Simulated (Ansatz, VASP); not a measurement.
Cd: VASP beside Ansatz

INCAR

```
SYSTEM = Cd
ALGO = Normal
EDIFF = 1E-6
ENCUT = 520
GGA = PE
ISIF = 2
ISMEAR = -1
LASPH = .TRUE.
LCHARG = .FALSE.
LREAL = .FALSE.
LWAVE = .FALSE.
NBANDS = 12
NELM = 80
PREC = Accurate
SIGMA = 0.1
```

The input KPOINTS:

```
k-points
0
G
  14 14 14
  0 0 0
```

POSCAR

```
Cd
1.0
   -1.8244836524      1.8244836524      1.8244836524
    1.8244836524     -1.8244836524      1.8244836524
    1.8244836524      1.8244836524     -1.8244836524
Cd
1
Direct
    0.0000000000      0.0000000000      0.0000000000
```

Input for Ansatz:

```yaml
crystal:
  lattice:
    - [-1.8244836524, 1.8244836524, 1.8244836524]
    - [1.8244836524, -1.8244836524, 1.8244836524]
    - [1.8244836524, 1.8244836524, -1.8244836524]
  atoms:
    - { symbol: Cd, position: [0.0, 0.0, 0.0] }
hamiltonian:
  xc: pbe
  pseudopotentials:
    kind: paw
    azcp:
      Cd: "pseudopotentials/Cd.paw.azcp"
basis:
  ecutwfc: 420
  fft_grid_basis: typed
kpoints:
  mp_grid: { grid: [14, 14, 14], shift: [0, 0, 0] }
magnetization:
  spin_polarized: false
scf:
  occupations: { method: fermi_dirac, width: 0.1 }
  lower_state_search: "off"
output:
  stress: true
```

Alike in both runs: task single point; functional PBE; k mesh 14 × 14 × 14; occupations fermi-dirac, width 0.1 eV; no spin polarisation.

|  | VASP | Ansatz |
| --- | --- | --- |
| version | VASP 6.6.1 | Ansatz 0.2.0 |
| potentials or method | VASP PAW PBE potentials, release 64 (Cd), cutoff 520 eV | plane waves (420 eV) with PAW, scalar-relativistic |
| valence electrons in the cell | 12 | 20 |

|  | VASP | Ansatz | Ansatz less VASP |
| --- | --- | --- | --- |
| pressure (GPa) | -1.0 | -1.1 | -0.17 |

The functional is the same, so the differences come from potentials, cutoffs and numerics. VASP's potentials hold 12 valence electrons a cell and Ansatz's 20, so a difference there can come from the potentials and not from the codes.
